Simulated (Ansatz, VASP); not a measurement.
**One calculation of C, two programs**

```
CELL_PARAMETERS angstrom
0.00000 1.78574 1.89288
1.78574 0.00000 1.89288
1.78574 1.78574 0.00000
ATOMIC_POSITIONS crystal
C 0.50000 0.50000 0.50000
C 0.75000 0.75000 0.75000
```

Change from the starting cell: strain +0.0600 x Voigt [0, 0, 1, 0, 0, 0], atoms carried along.

Alike in both runs: task single point; functional PBE; k mesh 12 × 12 × 12; occupations gaussian, width 0.05 eV; no spin polarisation.

```csv
,VASP,Ansatz
version,VASP 6.6.1,Ansatz 0.2.0
potentials or method,"VASP PAW PBE potentials, release 64 (C), cutoff 520 eV","scalar-relativistic, plane waves, PAW"
valence electrons in the cell,8,8
```

VASP gave:

```
gap on the k mesh at the Fermi level (eV)                     : 3.31
least direct gap on the mesh (eV)                             : 4.92
pressure (GPa)                                                : -22.0
traceless stress, the component that is largest in VASP (GPa) : -35.69
```

Task: Which values does Ansatz return?

Result: gap on the k mesh at the Fermi level (eV): 3.32; least direct gap on the mesh (eV): 4.92; pressure (GPa): -22.4; traceless stress, the component that is largest in VASP (GPa): -35.68.
